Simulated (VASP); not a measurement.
A run of VASP 6.6.1 is set up as follows.

Contents of POSCAR:

```
Be2Si
1.0
    0.0000000000      2.6400000000      2.6400000000
    2.6400000000      0.0000000000      2.6400000000
    2.6400000000      2.6400000000      0.0000000000
Si Be
1 2
Direct
    0.0000000000      0.0000000000      0.0000000000
    0.2500000000      0.2500000000      0.2500000000
    0.7500000000      0.7500000000      0.7500000000
```

The input INCAR.step1:

```
SYSTEM = Be2Si
PREC     = Accurate       ! precision mode
ENCUT    = 520            ! plane-wave cutoff, eV
EDIFF    = 1E-5           ! SCF threshold, eV
ISMEAR   = -1             ! smearing method
SIGMA    = 0.05           ! smearing width, eV
LREAL    = .False.        ! projectors in reciprocal space
LASPH    = .True.         ! aspherical terms in the spheres
NELM     = 80             ! most SCF steps
ALGO     = Normal         ! electronic algorithm
ISIF     = 2              ! what is computed and relaxed
LWAVE    = .True.         ! write WAVECAR
NBANDS   = 11             ! bands
GGA      = PE             ! functional
```

Contents of INCAR.step2:

```
SYSTEM = Be2Si
PREC     = Accurate       ! precision mode
ENCUT    = 520            ! plane-wave cutoff, eV
EDIFF    = 1E-7           ! SCF threshold, eV
ISMEAR   = -1             ! smearing method
SIGMA    = 0.05           ! smearing width, eV
LREAL    = .False.        ! projectors in reciprocal space
LASPH    = .True.         ! aspherical terms in the spheres
NELM     = 80             ! most SCF steps
ALGO     = Normal         ! electronic algorithm
ISIF     = 2              ! what is computed and relaxed
LWAVE    = .False.        ! write WAVECAR
LCHARG   = .True.         ! write CHGCAR
METAGGA  = R2SCAN         ! meta-GGA
LHFCALC  = .True.         ! exact exchange
AEXX     = 0.25           ! exact-exchange fraction
LMIXTAU  = .True.       
PRECFOCK = Normal       
LELF     = .True.         ! ELF
LVHAR    = .True.       
NBANDS   = 11             ! bands
ISTART   = 1
```

The input KPOINTS:

```
Automatic mesh
0
Gamma
  5 5 5
  0 0 0
```

Potentials or basis: VASP PAW PBE potentials, release 64 (Si, Be).

The run is started by

```sh
$ cat potpaw_PBE.64/Si/POTCAR potpaw_PBE.64/Be/POTCAR > POTCAR
$ cp INCAR.step1 INCAR
$ mpirun -np 1 vasp_std > vasp.out
$ cp INCAR.step2 INCAR
$ mpirun -np 1 vasp_std > vasp.out
```

**Question.** Predict the pressure.

**Answer.** -0.4 GPa.

**Question.** Predict the band gap on the k mesh.

**Answer.** Zero (band 4 reaches 7.68 eV, above the bottom of band 5 at 6.80 eV).

Caveat: the k points lie up to 0.41 Å⁻¹ apart; the PAW data sets were made with another functional, which shifts forces and pressure a little.
